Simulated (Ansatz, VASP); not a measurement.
# ZrB2 in VASP and in Ansatz

```
Zr B
1.0
     3.17672    0.00000    0.00000
    -1.58836    2.75112    0.00000
     0.00000    0.00000    3.53057
Zr B
1 2
Direct
  0.00000 0.00000 0.00000
  0.33333 0.66667 0.50000
  0.66667 0.33333 0.50000
```

Alike in both runs: task relaxation of cell and atoms; functional PBE; k mesh 18 × 18 × 14; occupations gaussian, width 0.1 eV; no spin polarisation.

|  | VASP | Ansatz |
| --- | --- | --- |
| version | VASP 6.6.1 | Ansatz 0.2.0 |
| potentials or method | VASP PAW PBE potentials, release 64 (Zr_sv, B), cutoff 600 eV | scalar-relativistic, plane waves, PAW |
| valence electrons in the cell | 18 | 18 |

|  | VASP | Ansatz | Ansatz less VASP |
| --- | --- | --- | --- |
| gap on the k mesh at the Fermi level, each at its own relaxed structure (eV) | none | none | - |
| relaxed volume (Å³/atom) | 10.29 | 10.28 | -0.005 |
| relaxed length of the cell vector where the two differ most in proportion (Å) | 3.542 | 3.541 | -0.0014 |

A gap of «none» marks a metal or a gap that the smearing closes.
